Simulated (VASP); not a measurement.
# AgCl (Fm-3m) in VASP: notebook, part 2 of 2

VASP 6.6.1. The steps go on from the part before.

### 3 Single point, PBE (volume scaled by 0.91)

Contents of INCAR:

```
SYSTEM = AgCl
PREC = Accurate
ENCUT = 520
EDIFF = 1E-6
ISMEAR = 0
SIGMA = 0.02
LREAL = .False.
LASPH = .True.
NELM = 60
ALGO = Normal
ISIF = 2
LWAVE = .False.
LCHARG = .False.
GGA = PE
NBANDS = 16
```

Contents of KPOINTS:

```
regular mesh
0
Gamma
  8 8 8
  0 0 0
```

Contents of POSCAR:

```
AgCl
1.0
    0.0000000000      2.7190577674      2.7190577674
    2.7190577674      0.0000000000      2.7190577674
    2.7190577674      2.7190577674      0.0000000000
Ag Cl
1 1
Direct
    0.0000000000      0.0000000000      0.0000000000
    0.5000000000      0.5000000000      0.5000000000
```

Potentials or basis: VASP PAW PBE potentials, release 64 (Ag, Cl).

Launch:

```
> cat potpaw_PBE.64/Ag/POTCAR potpaw_PBE.64/Cl/POTCAR > POTCAR
> mpirun -np 1 vasp_std > vasp.out
```

It took 10 s on 1 thread of Intel Xeon 6975P-C (Granite Rapids), shared host; peak memory 0.17 GiB.

The run converged. Its results:

- Free energy: -5.3460 eV
- Pressure: 4.9 GPa
- Band gap on the k mesh: 0.90 eV, indirect (least direct gap 3.38 eV)

Levels at points of the mesh, in eV from the valence-band top:
```tsv
k point	band 6	band 7	band 8	band 9	band 10	band 11	band 12	band 13
(0.00, 0.00, 0.00)	-2.65	-2.57	-2.57	-2.57	0.90	10.83	10.83	10.83
(0.50, 0.00, 0.00)	-2.27	-1.92	0.00	0.00	4.08	6.87	7.56	7.56
(0.50, 0.50, 0.00)	-2.43	-2.13	-2.13	-2.00	2.28	7.94	8.83	11.82
```

### 4 Single point, PBE (volume scaled by 0.94)

Contents of INCAR:

```
  PREC = Accurate
  ENCUT = 520
  EDIFF = 1E-6
  ISMEAR = 0
  SIGMA = 0.02
  LREAL = False
  LASPH = True
  NELM = 80
  ALGO = Normal
  ISIF = 2
  LWAVE = False
  LCHARG = False
  GGA = PE
  NBANDS = 16
```

Contents of KPOINTS:

```
Automatic mesh
0
Gamma
  8 8 8
```

Contents of POSCAR:

```
AgCl
1.0
    0.0000000000      2.7486150588      2.7486150588
    2.7486150588      0.0000000000      2.7486150588
    2.7486150588      2.7486150588      0.0000000000
Ag Cl
1 1
Direct
    0.0000000000      0.0000000000      0.0000000000
    0.5000000000      0.5000000000      0.5000000000
```

Potentials or basis: VASP PAW PBE potentials, release 64 (Ag, Cl).

Launch:

```
> cat potpaw_PBE.64/Ag/POTCAR potpaw_PBE.64/Cl/POTCAR > POTCAR
> mpirun -np 1 vasp_std > vasp.out
```

OUTCAR:

```text
PREC = Accurate
   ENCUT = 520
   EDIFF = 1E-6
   ISMEAR = 0
   LREAL = False
   LASPH = True
   NELM = 80
   ISIF = 2
   GGA = PE

 ion  position               nearest neighbor table
   1  0.000  0.000  0.000-   2 2.75   2 2.75   2 2.75   2 2.75   2 2.75   2 2.75
   2  0.500  0.500  0.500-   1 2.75   1 2.75   1 2.75   1 2.75   1 2.75   1 2.75

  LATTYP: Found a face centered cubic cell.
 ALAT       =     5.4972301176

  Lattice vectors:

 A1 = (   0.0000000000,   2.7486150588,   2.7486150588)
[... 643 lines left out ...]
------------------------ aborting loop because EDIFF is reached ----------------------------------------

  FORCE on cell =-STRESS in cart. coord.  units (eV):
  Direction    XX          YY          ZZ          XY          YZ          ZX
  --------------------------------------------------------------------------------------
  -------------------------------------------------------------------------------------
  Total        0.7490727      0.7490727      0.7490727      0.0000000      0.0000000     -0.0000000
  in kB       28.8976681     28.8976681     28.8976681      0.0000000      0.0000000     -0.0000000
  external PRESSURE =      28.8976681 kB  Pullay stress =       0.0000000 kB

 VOLUME and BASIS-vectors are now :
 -----------------------------------------------------------------------------
  energy-cutoff  :      520.00
  volume of cell :       41.53
      direct lattice vectors                 reciprocal lattice vectors
     0.000000000  2.748615059  2.748615059    -0.181909794  0.181909794  0.181909794
     2.748615059  0.000000000  2.748615059     0.181909794 -0.181909794  0.181909794
     2.748615059  2.748615059  0.000000000     0.181909794  0.181909794 -0.181909794

 POSITION                                       TOTAL-FORCE (eV/Angst)
 -----------------------------------------------------------------------------------
      0.00000      0.00000      0.00000         0.000000     -0.000000      0.000000
      2.74862      2.74862      2.74862        -0.000000      0.000000     -0.000000
 -----------------------------------------------------------------------------------
    total drift:                               -0.000000      0.000000      0.000000

  FREE ENERGIE OF THE ION-ELECTRON SYSTEM (eV)
  ---------------------------------------------------
  free  energy   TOTEN  =        -5.3786927159 eV

  energy  without entropy=       -5.3786927159  energy(sigma->0) =       -5.37869272
```

OSZICAR:

```text
N       E                     dE             d eps       ncg     rms          rms(c)
DAV:   1     0.984164514304E+02    0.98416E+02   -0.86205E+03   960   0.101E+03
DAV:   2    -0.214141478427E+01   -0.10056E+03   -0.92402E+02  1144   0.225E+02
DAV:   3    -0.553482116019E+01   -0.33934E+01   -0.33867E+01  1136   0.428E+01
DAV:   4    -0.555714179607E+01   -0.22321E-01   -0.22319E-01  1192   0.381E+00
DAV:   5    -0.555743664007E+01   -0.29484E-03   -0.29484E-03  1120   0.432E-01    0.664E+00
DAV:   6    -0.538323840917E+01    0.17420E+00   -0.24045E-01  1160   0.643E+00    0.430E+00
DAV:   7    -0.537927044364E+01    0.39680E-02   -0.95995E-02  1112   0.205E+00    0.203E+00
DAV:   8    -0.537855957977E+01    0.71086E-03   -0.44296E-03  1064   0.694E-01    0.319E-01
DAV:   9    -0.537863045526E+01   -0.70875E-04   -0.52124E-04  1152   0.273E-01    0.351E-02
DAV:  10    -0.537868791847E+01   -0.57463E-04   -0.74513E-05  1112   0.782E-02    0.247E-02
DAV:  11    -0.537869260839E+01   -0.46899E-05   -0.55374E-06  1144   0.171E-02    0.412E-03
DAV:  12    -0.537869271587E+01   -0.10748E-06   -0.54886E-07   720   0.556E-03
   1 F= -.53786927E+01 E0= -.53786927E+01  d E =-.144452E-23
```

stdout:

```text
POSCAR found type information on POSCAR AgCl
 POSCAR found :  2 types and       2 ions
 scaLAPACK will be used
 LDA part: xc-table for (Slater+PW92), standard interpolation
 POSCAR, INCAR and KPOINTS ok, starting setup
 FFT: planning ... GRIDC
 FFT: planning ... GRID_SOFT
 FFT: planning ... GRID
 WAVECAR not read
 entering main loop
```

Wall time 8.7 s (1 thread of Intel Xeon 6975P-C (Granite Rapids), shared host); peak memory 0.17 GiB.

Results:

| Quantity | Value |
| --- | --- |
| Free energy | -5.3787 eV |
| Pressure | 2.9 GPa |
| Band gap on the k mesh | 0.90 eV, indirect (least direct gap 3.27 eV) |

 A k mesh can miss the band edges.

### 5 Single point, PBE (volume scaled by 0.97)

Contents of INCAR:

```
PREC     = Accurate       # precision mode
ENCUT    = 520            # plane-wave cutoff, eV
EDIFF    = 1E-6           # SCF threshold, eV
ISMEAR   = 0              # smearing method
SIGMA    = 0.02           # smearing width, eV
LREAL    = F              # projectors in reciprocal space
LASPH    = T              # aspherical terms in the spheres
NELM     = 80             # most SCF steps
ALGO     = Normal         # electronic algorithm
ISIF     = 2              # what is computed and relaxed
LWAVE    = F              # write WAVECAR
LCHARG   = F              # write CHGCAR
GGA      = PE             # functional
NBANDS   = 16             # bands
```

KPOINTS is that of step 4.

Contents of POSCAR:

```
AgCl
1.0
    0.0000000000      2.7775499752      2.7775499752
    2.7775499752      0.0000000000      2.7775499752
    2.7775499752      2.7775499752      0.0000000000
Ag Cl
1 1
Direct
    0.0000000000      0.0000000000      0.0000000000
    0.5000000000      0.5000000000      0.5000000000
```

Launch:

```
> cat potpaw_PBE.64/Ag/POTCAR potpaw_PBE.64/Cl/POTCAR > POTCAR
> mpirun -np 1 vasp_std > vasp.out
```

Run time: 9 s. Hardware: 1 thread of Intel Xeon 6975P-C (Granite Rapids), shared host; peak memory 0.17 GiB.

It converged, with:

| Property | Result |
| --- | --- |
| Free energy | -5.3962 eV |
| Pressure | 1.2 GPa |
| Band gap on the k mesh | 0.91 eV, indirect (least direct gap 3.17 eV) |

Levels at points of the mesh, in eV from the valence-band top:
```csv
k point,band 5,band 6,band 7,band 8,band 9,band 10,band 11,band 12,band 13,band 14
"(0.00, 0.00, 0.00)",-2.38,-2.38,-2.30,-2.30,-2.30,0.91,10.86,10.86,10.86,12.39
"(0.50, 0.00, 0.00)",-2.06,-2.06,-1.75,0.00,0.00,4.26,6.51,7.68,7.68,13.57
"(0.50, 0.50, 0.00)",-2.74,-2.19,-1.94,-1.94,-1.86,2.39,8.03,8.62,11.49,11.49
```

 A k mesh can miss the band edges.

### 6 The runs side by side

```tsv
cell	gap on the mesh (eV)	pressure (GPa)
a = 3.803 Å, angles 60.0°, 2 atoms	0.91	7.3
a = 3.845 Å, angles 60.0°, 2 atoms	0.90	4.9
a = 3.887 Å, angles 60.0°, 2 atoms	0.90	2.9
a = 3.928 Å, angles 60.0°, 2 atoms	0.91	1.2
```

Alike in all rows: task single point; level PBE; potentials or basis VASP PAW PBE potentials, release 64 (Ag, Cl); no spin polarisation; k mesh 8 × 8 × 8; cutoff (eV) 520; smearing gaussian 0.02 eV.

Total energies depend on the potentials used, so only differences within one code and one set of settings carry meaning.
